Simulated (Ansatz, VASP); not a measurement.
**HC6: VASP beside Ansatz**

```
C H
1.0
     4.93269    0.00000    0.00000
     0.00000    8.52230    0.00000
     0.00000    0.00000   22.94161
C H
12 2
Direct
  0.00000 0.00000 0.17436
  0.50000 0.00000 0.17436
  0.25000 0.00000 0.20539
  0.75000 0.00000 0.20539
  0.25000 0.00000 0.26746
  0.75000 0.00000 0.26746
  0.00000 0.00000 0.29771
  0.50000 0.00000 0.29771
  0.00000 0.00000 0.36262
  0.50000 0.00000 0.36262
  0.25000 0.00000 0.38976
  0.75000 0.00000 0.38976
  0.13029 0.00000 0.50309
  0.36971 0.00000 0.50309
```

Alike in both runs: task single point; functional PBE; k mesh 6 × 3 × 1; occupations gaussian, width 0.1 eV; no spin polarisation.

|  | VASP | Ansatz |
| --- | --- | --- |
| version | VASP 6.6.1 | Ansatz 0.2.0 |
| potentials or method | VASP PAW PBE potentials, release 64 (C, H), cutoff 520 eV | scalar-relativistic, plane waves, PAW |
| valence electrons in the cell | 50 | 50 |

|  | VASP | Ansatz | Ansatz less VASP |
| --- | --- | --- | --- |
| gap on the k mesh at the Fermi level (eV) | 0.06 | 0.06 | -0.002 |
| least direct gap on the mesh (eV) | 0.06 | 0.06 | -0.002 |
| rms of the force components (eV/Å) | 1.284 | 1.288 | +0.0036 |

Atom by atom the forces differ by 0.014 eV/Å (rms over components). The functional is the same, so the differences come from potentials, cutoffs and numerics.
